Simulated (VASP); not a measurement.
# W2Se (P6/mmm) in VASP: a series of runs

Runs on W2Se. Level: PBE. Tasks: single point.

All numbers are computed with VASP 6.6.1; they aren't measurements. Logs are shortened: lines on timing, memory, paths and dates and some standing lists are left out, and cuts for length are marked.

### Step 1. The cell of the first run

Symmetry: P6/mmm, No. 191, hexagonal system. Conventional cell: a = 4.761 Å, b = 4.761 Å, c = 2.726 Å, α = 90.00°, β = 90.00°, γ = 120.00°. W (site symmetry -6m2) has 5 W at 2.73 to 2.75 Å and 3 Se at 2.75 Å within 3.6 Å. Se (site symmetry 6/mmm) has 2 Se at 2.73 Å and 6 W at 2.75 Å within 3.6 Å.

The cell was generated, and may not be a known phase.

### Step 2. Single point, PBE

INCAR reads:

```
SYSTEM = W2Se
ALGO     = Normal         ! electronic algorithm
EDIFF    = 1E-6           ! SCF threshold, eV
ENCUT    = 500            ! plane-wave cutoff, eV
GGA      = PE             ! functional
GGA_COMPAT= .FALSE.      
ISIF     = 2              ! what is computed and relaxed
ISMEAR   = 0              ! smearing method
LASPH    = .TRUE.         ! aspherical terms in the spheres
LCHARG   = .FALSE.        ! write CHGCAR
LREAL    = .FALSE.        ! projectors in reciprocal space
LWAVE    = .FALSE.        ! write WAVECAR
NBANDS   = 24             ! bands
NELM     = 120            ! most SCF steps
PREC     = Accurate       ! precision mode
SIGMA    = 0.2            ! smearing width, eV
```

KPOINTS reads:

```
k-points
0
G
  5 5 6
  0 0 0
```

POSCAR reads:

```
W2Se
1.0
    4.7610141461      0.0000000000      0.0000000000
   -2.3805070731      4.1231591983      0.0000000000
    0.0000000000      0.0000000000      2.7255577607
W Se
2 1
Direct
    0.3333333333      0.6666666667      0.0000000000
    0.6666666667      0.3333333333      0.0000000000
    0.0000000000      0.0000000000      0.0000000000
```

Potentials or basis: VASP PAW PBE potentials, release 64 (W_sv, Se).

Launch:

```sh
$ cat potpaw_PBE.64/W_sv/POTCAR potpaw_PBE.64/Se/POTCAR > POTCAR
$ mpirun -np 1 vasp_std > vasp.out
```

OUTCAR:

```text
SYSTEM = W2Se
   EDIFF = 1E-6
   ENCUT = 500
   GGA = PE
   ISIF = 2
   ISMEAR = 0
   LASPH = .TRUE.
   LREAL = .FALSE.
   NELM = 120
   PREC = Accurate

 ion  position               nearest neighbor table
   1  0.333  0.667  0.000-   2 2.75   2 2.75   3 2.75   3 2.75   3 2.75   2 2.75
   2  0.667  0.333  0.000-   1 2.75   1 2.75   3 2.75   3 2.75   3 2.75   1 2.75
   3  0.000  0.000  0.000-   1 2.75   2 2.75   2 2.75   1 2.75   2 2.75   1 2.75

  LATTYP: Found a hexagonal cell.
 ALAT       =     4.7610141461
 C/A-ratio  =     0.5724741992

  Lattice vectors:

 A1 = (   4.7610141461,   0.0000000000,   0.0000000000)
 A2 = (  -2.3805070731,   4.1231591983,   0.0000000000)
 A3 = (   0.0000000000,   0.0000000000,   2.7255577607)

Analysis of symmetry for initial positions (statically):
=====================================================================
 Subroutine PRICEL returns:
 Original cell was already a primitive cell.

 Routine SETGRP: Setting up the symmetry group for a
 hexagonal supercell.

 Subroutine GETGRP returns: Found 24 space group operations
 (whereof 24 operations were pure point group operations)
 out of a pool of 24 trial point group operations.

The static configuration has the point symmetry D_6h.

Analysis of symmetry for dynamics (positions and initial velocities):
=====================================================================
 Subroutine PRICEL returns:
 Original cell was already a primitive cell.

 Routine SETGRP: Setting up the symmetry group for a
 hexagonal supercell.

 Subroutine GETGRP returns: Found 24 space group operations
 (whereof 24 operations were pure point group operations)
 out of a pool of 24 trial point group operations.

The dynamic configuration has the point symmetry D_6h.

 Subroutine INISYM returns: Found 24 space group operations
 (whereof 24 operations are pure point group operations),
 and found     1 'primitive' translations

----------------------------------------------------------------------------------------

                                     Primitive cell

  volume of cell :      53.5038

  direct lattice vectors                    reciprocal lattice vectors
     4.761014146  0.000000000  0.000000000     0.210039284  0.121266237  0.000000000
    -2.380507073  4.123159198  0.000000000     0.000000000  0.242532474  0.000000000
     0.000000000  0.000000000  2.725557761     0.000000000  0.000000000  0.366897379

  length of vectors
     4.761014146  4.761014146  2.725557761     0.242532474  0.242532474  0.366897379

  position of ions in fractional coordinates (direct lattice)
     0.333333333  0.666666667  0.000000000
     0.666666667  0.333333333  0.000000000
     0.000000000  0.000000000  0.000000000

  ion indices of the primitive-cell ions
   primitive index   ion index
                 1           1
                 2           2
                 3           3

----------------------------------------------------------------------------------------

 KPOINTS: k-points

Automatic generation of k-mesh.
 Grid dimensions read from file:
 generate k-points for:    5    5    6

 Generating k-lattice:

  Cartesian coordinates                     Fractional coordinates (reciprocal lattice)
     0.042007857  0.024253247  0.000000000     0.200000000  0.000000000  0.000000000
     0.000000000  0.048506495  0.000000000     0.000000000  0.200000000  0.000000000
     0.000000000  0.000000000  0.061149563     0.000000000  0.000000000  0.166666667

  Length of vectors
     0.048506495  0.048506495  0.061149563

  Shift w.r.t. Gamma in fractional coordinates (k-lattice)
     0.000000000  0.000000000  0.000000000

 Subroutine IBZKPT returns following result:
 ===========================================

 Found     20 irreducible k-points:

 Following reciprocal coordinates:
            Coordinates               Weight
  0.000000  0.000000  0.000000      1.000000
  0.200000  0.000000  0.000000      6.000000
  0.400000  0.000000  0.000000      6.000000
  0.200000  0.200000  0.000000      6.000000
  0.400000  0.200000  0.000000      6.000000
  0.000000  0.000000  0.166667      2.000000
[... 12 lines left out ...]
  0.200000  0.200000  0.500000      6.000000
  0.400000  0.200000  0.500000      6.000000
   k-points           NKPTS =     20   k-points in BZ     NKDIM =     20   number of bands    NBANDS=     24
   number of dos      NEDOS =    301   number of ions     NIONS =      3
   total plane-waves  NPLWV =  25920
   dimension x,y,z NGX =    36 NGY =   36 NGZ =   20
   dimension x,y,z NGXF=    72 NGYF=   72 NGZF=   40
   ions per type =               2   1
   NGX,Y,Z   is equivalent  to a cutoff of  12.57, 12.57, 12.20 a.u.
   NGXF,Y,Z  is equivalent  to a cutoff of  25.14, 25.14, 24.40 a.u.
 SYSTEM =  W2Se
   PREC   = accura    normal or accurate (medium, high low for compatibility)
   ISTART =      0    job   : 0-new  1-cont  2-samecut
   ICHARG =      2    charge: 1-file 2-atom 10-const
   ISPIN  =      1    spin polarized calculation?
   LNONCOLLINEAR =      F non collinear calculations
   LSORBIT =      F    spin-orbit coupling
   LASPH  =      T    aspherical Exc in radial PAW
   ENCUT  =  500.0 eV  36.75 Ry    6.06 a.u.   8.68  8.68  4.97*2*pi/ulx,y,z
   NELM   =    120;   NELMIN=  2; NELMDL= -5     # of ELM steps
   EDIFF  = 0.1E-05   stopping-criterion for ELM
   LREAL  =      F    real-space projection
   EDIFFG = 0.1E-04   stopping-criterion for IOM
   NSW    =      0    number of steps for IOM
   IBRION =     -1    ionic relax: 0-MD 1-quasi-New 2-CG
   NFREE  =      0    steps in history (QN), initial steepest desc. (CG)
   ISIF   =      2    stress and relaxation
   ISYM   =      2    0-nonsym 1-usesym 2-fastsym
   POTIM  = 0.5000    time-step for ionic-motion
   TEBEG  =    0.0;   TEEND  =   0.0 temperature during run
   PSTRESS=    0.0 pullay stress
   NELECT =      34.0000    total number of electrons
   NUPDOWN=      -1.0000    fix difference up-down
   EMIN   =  10.00;   EMAX   =-10.00  energy-range for DOS
   EFERMI =   0.00;   METHOD = LEGACY
   ISMEAR =     0;   SIGMA  =   0.20  broadening in eV -4-tet -1-fermi 0-gaus
   EFERMI_NEDOS =   21; number of points for ismear=-14 and -15
   IALGO  =     38    algorithm
   IMIX   =      4    mixing-type and parameters
     AMIX     =   0.40;   BMIX     =  1.00
     AMIX_MAG =   1.60;   BMIX_MAG =  1.00
  volume/ion in A,a.u.               =      17.83       120.35
  Fermi-wavevector in a.u.,A,eV,Ry     =   1.407471  2.659735 26.952799  1.980975
  Thomas-Fermi vector in A             =   2.529727
   LORBIT       =      0    0 simple, 1 ext, 2 COOP (PROOUT), +10 PAW based schemes
   GGA     = PE    functional components
   LHFCALC =     F    Hartree Fock is set to
   AEXX    =    0.0000 exact exchange contribution
   IVDW    =     0    specifies the selected vdW correction
   LEPSILON=     F    determine dielectric tensor
   LRPA    =     F    only Hartree local field effects (RPA)
 non-spin polarized calculation
 Gauss-broadening in eV      SIGMA  =   0.20
  energy-cutoff  :      500.00
  volume of cell :       53.50
 maximum number of plane-waves:      1384
 NGX is ok and might be reduce to    36
   NGX = 17   NGY = 17   NGZ =  9

 number of electron      34.0000000 magnetization

 Free energy of the ion-electron system (eV)
  ---------------------------------------------------
  ext. energy  EPLUGINS =         0.00000000
  ---------------------------------------------------
  free energy    TOTEN  =       -26.35376310 eV

  energy without entropy =      -26.31150534  energy(sigma->0) =      -26.33263422

 E-fermi :   9.1544     XC(G=0): -12.3014

 val. band max:        9.1301937597   @ k =   0.4000   0.0000   0.5000
 cond. band min:       9.1676312928   @ k =   0.0000   0.0000   0.1667
 fundamental gap:      0.0374375332
 Fermi energy:         9.1543625619

 k-point     1 :       0.0000    0.0000    0.0000
  band No.  band energies     occupation
      1     -65.0014      2.00000
      2     -64.9167      2.00000
      3     -29.4437      2.00000
      4     -29.4437      2.00000
      5     -28.8786      2.00000
      6     -28.8786      2.00000
[... 16 lines left out ...]
     23      12.6706      0.00000
     24      13.7049      0.00000

 k-point     2 :       0.2000    0.0000    0.0000
  band No.  band energies     occupation
      1     -64.9944      2.00000
      2     -64.9238      2.00000
      3     -29.4626      2.00000
      4     -29.4073      2.00000
      5     -28.9188      2.00000
      6     -28.8585      2.00000
[... 16 lines left out ...]
     23      13.0882      0.00000
     24      14.1064      0.00000

 k-point     3 :       0.4000    0.0000    0.0000
  band No.  band energies     occupation
      1     -64.9780      2.00000
      2     -64.9404      2.00000
      3     -29.4907      2.00000
      4     -29.3314      2.00000
      5     -29.0007      2.00000
      6     -28.8285      2.00000
[... 16 lines left out ...]
     23      13.2532      0.00000
     24      14.6030      0.00000

 k-point     4 :       0.2000    0.2000    0.0000
  band No.  band energies     occupation
      1     -64.9821      2.00000
      2     -64.9363      2.00000
      3     -29.4947      2.00000
      4     -29.3317      2.00000
      5     -28.9980      2.00000
      6     -28.8261      2.00000
[... 16 lines left out ...]
     23      13.2641      0.00000
     24      14.8838      0.00000

 k-point     5 :       0.4000    0.2000    0.0000
  band No.  band energies     occupation
      1     -64.9679      2.00000
      2     -64.9504      2.00000
      3     -29.5154      2.00000
      4     -29.2483      2.00000
      5     -29.0832      2.00000
      6     -28.8054      2.00000
[... 343 lines left out ...]
 k-point    18 :       0.4000    0.0000    0.5000
  band No.  band energies     occupation
      1     -64.9150      2.00000
      2     -64.8782      2.00000
      3     -29.7245      2.00000
      4     -29.6532      2.00000
      5     -29.3770      2.00000
      6     -29.2228      2.00000
[... 16 lines left out ...]
     23      14.7191      0.00000
     24      15.0152      0.00000

 k-point    19 :       0.2000    0.2000    0.5000
  band No.  band energies     occupation
      1     -64.9190      2.00000
      2     -64.8742      2.00000
      3     -29.7322      2.00000
      4     -29.6454      2.00000
      5     -29.3805      2.00000
      6     -29.2244      2.00000
[... 16 lines left out ...]
     23      14.9929      0.00000
     24      15.4743      0.00000

 k-point    20 :       0.4000    0.2000    0.5000
  band No.  band energies     occupation
      1     -64.9052      2.00000
      2     -64.8880      2.00000
      3     -29.7054      2.00000
      4     -29.6723      2.00000
      5     -29.3997      2.00000
      6     -29.1436      2.00000
[... 16 lines left out ...]
     23      14.3910      0.00000
     24      15.0249      0.00000

------------------------ aborting loop because EDIFF is reached ----------------------------------------

  FORCE on cell =-STRESS in cart. coord.  units (eV):
  Direction    XX          YY          ZZ          XY          YZ          ZX
  --------------------------------------------------------------------------------------
  -------------------------------------------------------------------------------------
  Total        0.1491968      0.1491968      0.0292285     -0.0000000      0.0000000      0.0000000
  in kB        4.4677107      4.4677107      0.8752500     -0.0000000      0.0000000      0.0000000
  external PRESSURE =       3.2702238 kB  Pullay stress =       0.0000000 kB

 VOLUME and BASIS-vectors are now :
 -----------------------------------------------------------------------------
  energy-cutoff  :      500.00
  volume of cell :       53.50
      direct lattice vectors                 reciprocal lattice vectors
     4.761014146  0.000000000  0.000000000     0.210039284  0.121266237  0.000000000
    -2.380507073  4.123159198  0.000000000     0.000000000  0.242532474  0.000000000
     0.000000000  0.000000000  2.725557761     0.000000000  0.000000000  0.366897379

 POSITION                                       TOTAL-FORCE (eV/Angst)
 -----------------------------------------------------------------------------------
     -0.00000      2.74877      0.00000        -0.000000      0.000000     -0.000000
      2.38051      1.37439      0.00000        -0.000000      0.000000      0.000000
      0.00000      0.00000      0.00000         0.000000      0.000000      0.000000
 -----------------------------------------------------------------------------------
    total drift:                                0.000000      0.000000      0.000000

  FREE ENERGIE OF THE ION-ELECTRON SYSTEM (eV)
  ---------------------------------------------------
  free  energy   TOTEN  =       -26.3537630961 eV

  energy  without entropy=      -26.3115053420  energy(sigma->0) =      -26.33263422
```

Wall time 14 s (1 thread of Intel Xeon 8259CL, shared host); peak memory 0.18 GiB.

What came out:

| Item | Value |
| --- | --- |
| Free energy | -26.3538 eV |
| Pressure | 0.3 GPa |
| Band gap on the k mesh | zero (bands 17 and 18 overlap by 2.29 eV) |

Stress tensor (GPa, compression positive):
```
0.45 0.00 0.00
0.00 0.45 0.00
0.00 0.00 0.09
```

Levels at points of the mesh, in eV from the Fermi level:
```csv
k point,band 14,band 15,band 16,band 17,band 18,band 19,band 20,band 21
"(0.00, 0.00, 0.00)",-2.51,-1.53,-1.53,1.51,1.51,2.58,3.27,3.27
"(0.00, 0.00, 0.50)",-3.58,-1.24,-1.24,-1.17,-0.18,-0.18,2.20,5.30
```

Caveat: the k points lie up to 0.38 Å⁻¹ apart, too coarse for converged energies and pressures of a metal; spin-orbit coupling is left out, which moves the levels of the heavy elements.

(Continued in part 2 of 2.)

The gap in the log of VASP goes by the Fermi energy; the results here count the filled bands.